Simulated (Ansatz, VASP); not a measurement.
## Two plane-wave programs on Si2WC3

```
CELL_PARAMETERS angstrom
2.77944 1.60471 2.84479
-2.77944 1.60471 2.84479
0.00000 -3.20943 2.84479
ATOMIC_POSITIONS crystal
Si 0.20366 0.20366 0.20366
Si 0.79634 0.79634 0.79634
W 0.50000 0.50000 0.50000
C 0.50000 0.50000 0.00000
C 0.50000 0.00000 0.50000
C 0.00000 0.50000 0.50000
```

Change from the starting cell: species swapped into the Mg2SiNi3 type (R-3m, No. 166).

Alike in both runs: functional PBE; k mesh 4 × 4 × 4; occupations gaussian, width 0.2 eV; no spin polarisation.

Ansatz relaxed the structure, and its values are those at the end. VASP's run is a single point on that final structure, the one shown.

|  | VASP | Ansatz |
| --- | --- | --- |
| version | VASP 6.6.1 | Ansatz 0.2.0 |
| potentials or method | VASP PAW PBE potentials, release 64 (Si, W_sv, C), cutoff 600 eV | scalar-relativistic, plane waves, PAW |
| valence electrons in the cell | 34 | 34 |

|  | VASP | Ansatz | Ansatz less VASP |
| --- | --- | --- | --- |
| gap on the k mesh at the Fermi level (eV) | none | none | - |
| pressure (GPa) | 0.6 | 0.4 | -0.15 |
| rms of the force components (eV/Å) | 0.008 | 0.011 | +0.0027 |

A gap of «none» marks a metal or a gap that the smearing closes. The functional is the same, so the differences come from potentials, cutoffs and numerics.

The k mesh is coarse, so the values compare programs but aren't converged. Spin-orbit coupling is off throughout.
